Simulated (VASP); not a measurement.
Input of a VASP 6.6.1 run:

File INCAR:

```
  PREC = Accurate
  ENCUT = 600
  EDIFF = 1E-7
  ISMEAR = -1
  SIGMA = 0.05
  LREAL = F
  LASPH = T
  NELM = 100
  ALGO = Normal
  ISIF = 3
  LWAVE = F
  LCHARG = F
  GGA = PS
  IBRION = 2
  NSW = 80
  EDIFFG = -0.02
```

Contents of KPOINTS:

```
regular mesh
0
Gamma
  7 7 7
```

Contents of POSCAR:

```
TePb
1.0
    0.0000000000      3.2310000000      3.2310000000
    3.2310000000      0.0000000000      3.2310000000
    3.2310000000      3.2310000000      0.0000000000
Pb Te
1 1
Direct
    0.0000000000      0.0000000000      0.0000000000
    0.5000000000      0.5000000000      0.5000000000
```

Potentials or basis: VASP PAW PBE potentials, release 64 (Pb_d, Te).

Command:

```sh
$ cat potpaw_PBE.64/Pb_d/POTCAR potpaw_PBE.64/Te/POTCAR > POTCAR
$ mpirun -np 1 vasp_std > vasp.out
```

Q: What does it give for the relaxed cell?

A: a = 4.555 Å, b = 4.555 Å, c = 4.555 Å, α = 60.00°, β = 60.00°, γ = 60.00°.

Q: What does it give for the relaxed volume?

A: 33.42 Å³/atom.

Q: What does it give for the space group after relaxing (to 0.05 Å)?

A: Fm-3m (No. 225).

The path:
```csv
step,energy change (eV),largest force (eV/Å),pressure (GPa),volume (Å³)
1,0.0000,0.0000,-0.40,67.46
2,-0.0007,0.0000,0.14,66.64
3,-0.0008,0.0000,0.00,66.84
```

Caveat: the PAW data sets were made with another functional, which shifts forces and pressure a little.
